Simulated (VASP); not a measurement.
## As2H: single point with PBE+D3(BJ)

As2H, a slab with vacuum:

```
As H
1.0
     3.57134    0.00000    0.00000
    -1.78567    3.09287    0.00000
     0.00000    0.00000   18.39764
As H
2 1
Direct
  0.33333 0.66667 0.29339
  0.66667 0.33333 0.21742
  0.83333 0.66667 0.47004
```

```yaml
Program: VASP 6.6.1
Task: single point
Functional: PBE
Dispersion: D3(BJ)
Potentials_or_basis: VASP PAW PBE potentials, release 64 (As, H)
Cutoff: 520 eV
k_mesh: 9 × 9 × 1
Occupations: gaussian, width 0.05 eV
Spin: collinear spin
Starting_moments: "[0.0, 0.0, 1.0] μB"
Dipole_correction: yes
Further_INCAR_settings: ALGO = Normal; EDIFF = 1e-06; NBANDS = 16
```

```
Largest force                                         : 0.124 eV/Å
Band gap on the k mesh                                : 1.49 eV (least direct gap 1.85 eV)
Net moment                                            : 1.00 μB per cell
Site moments                                          : As +0.01; H +0.38 μB
Valence electrons inside the program's atomic spheres : As 2.72; H 0.38
Dispersion energy per atom                            : -0.155 eV
```

Forces in eV/Å, atoms in the order of the input:
```
As   0.000  0.001  0.124
As   0.000  0.000 -0.082
H    0.000 -0.001 -0.042
```

Levels at points of the mesh, in eV from the valence-band top:
Spin up:
```csv
k point,band 2,band 3,band 4,band 5,band 6,band 7,band 8,band 9,band 10,band 11
"(0.00, 0.00, 0.00)",-7.29,-2.96,-0.55,-0.01,-0.01,2.09,3.51,3.51,4.79,5.09
```
Spin down:
```csv
k point,band 1,band 2,band 3,band 4,band 5,band 6,band 7,band 8,band 9,band 10
"(0.00, 0.00, 0.00)",-13.68,-7.28,-0.77,0.00,0.00,1.85,2.89,3.52,3.52,4.89
```

It took 2.6 min on 1 thread of Intel(R) Xeon(R) 6975P-C (Granite Rapids) (shared host), peak memory 0.47 GiB.
